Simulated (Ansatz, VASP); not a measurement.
## Mo: VASP beside Ansatz

Contents of INCAR:

```
SYSTEM = Mo
PREC = Accurate ; ENCUT = 520
EDIFF = 1E-6 ; ISMEAR = -1
SIGMA = 0.08 ; LREAL = .FALSE.
LASPH = .TRUE. ; NELM = 60
ALGO = Normal ; ISIF = 2
LWAVE = .FALSE. ; LCHARG = .FALSE.
GGA = PE ; NBANDS = 13
```

File KPOINTS:

```
regular mesh
0
G
  8 8 8
  0 0 0
```

File POSCAR:

```
Mo
1.0
    0.0000000000      2.0150000000      2.0150000000
    2.0150000000      0.0000000000      2.0150000000
    2.0150000000      2.0150000000      0.0000000000
Mo
1
Direct
    0.0000000000      0.0000000000      0.0000000000
```

Input for Ansatz:

```yaml
crystal:
  lattice:
    - [0.0, 2.015, 2.015]
    - [2.015, 0.0, 2.015]
    - [2.015, 2.015, 0.0]
  atoms:
    - { symbol: Mo, position: [0.0, 0.0, 0.0] }
kpoints:
  mp_grid: { grid: [8, 8, 8] }
scf:
  occupations: { method: fermi_dirac, width: 0.08 }
hamiltonian:
  xc: pbe
  pseudopotentials: { kind: all_electron, lapw: { basis_error: 0.0005 } }
output:
  forces: true
  stress: true
  eigenvalues: true
```

Alike in both runs: task single point; functional PBE; k mesh 8 × 8 × 8; occupations fermi-dirac, width 0.08 eV; no spin polarisation.

|  | VASP | Ansatz |
| --- | --- | --- |
| version | VASP 6.6.1 | Ansatz 0.2.0 |
| potentials or method | VASP PAW PBE potentials, release 64 (Mo_sv), cutoff 520 eV | all-electron LAPW, scalar-relativistic |

Ansatz gave:

| Property | Result |
| --- | --- |
| pressure (GPa) | -4.5 |

Task: Which values does VASP return?

Result: Pressure (GPa): -4.1.

Ansatz ran all-electron here, and VASP with PAW potentials.
